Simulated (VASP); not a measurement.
Write the native input for VASP 6.6.1 that does the following.

```
Task                   : relaxation of cell and atoms
Functional             : PBE
Potentials or basis    : VASP PAW PBE potentials, release 64 (Re, S)
Cutoff                 : 600 eV
k mesh                 : 6 × 6 × 4
Occupations            : gaussian, width 0.1 eV
Spin                   : no spin polarisation
Dipole correction      : no
Further INCAR settings : ALGO = Normal; EDIFF = 1e-07; IBRION = 2; EDIFFG = -0.04; NSW = 90; ISIF = 3
```

The structure of Re2S3 lies in POSCAR:

```
Re2S3
1.0
    4.0545505237      0.0000000000      0.0000000000
   -2.0272752618      3.5113437544      0.0000000000
    0.0000000000      0.0000000000      6.3082220076
Re S
2 3
Direct
    0.3333333333      0.6666666667      0.2450000000
    0.6666666667      0.3333333333      0.7550000000
    0.0000000000      0.0000000000      0.0000000000
    0.3333333333      0.6666666667      0.6450000000
    0.6666666667      0.3333333333      0.3550000000
```

These files were run (other wordings do the same):

INCAR

```
PREC = Accurate
ENCUT = 600
EDIFF = 1E-7
ISMEAR = 0
SIGMA = 0.1
LREAL = F
LASPH = T
NELM = 80
ALGO = Normal
ISIF = 3
LWAVE = F
LCHARG = F
GGA = PE
IBRION = 2
NSW = 90
EDIFFG = -0.04
```

KPOINTS

```
Automatic mesh
0
Gamma
  6 6 4
```

Potentials or basis: VASP PAW PBE potentials, release 64 (Re, S).

Run with:

```sh
$ cat potpaw_PBE.64/Re/POTCAR potpaw_PBE.64/S/POTCAR > POTCAR
$ mpirun -np 1 vasp_std > vasp.out
```

Results of the run:

- Relaxed volume: 16.18 Å³/atom
- Relaxed cell: a = 3.811 Å, b = 3.811 Å, c = 6.432 Å, α = 90.00°, β = 90.00°, γ = 120.00°
- Space group after relaxing (to 0.1 Å): P-3m1 (No. 164)
- Energy gained by relaxing: 135.7 meV/atom
- Ionic steps: 14
- Pressure after relaxing: 0.0 GPa
- Largest force after relaxing: 0.031 eV/Å
- Band gap on the k mesh: zero (bands 16 and 17 overlap by 0.44 eV)

Caveat: spin-orbit coupling is left out, which moves the levels of the heavy elements.

Wall time 5.7 min on 1 thread of Intel(R) Xeon(R) Platinum 8375C CPU @ 2.90GHz (Ice Lake), on a shared host, peak memory 0.25 GiB.
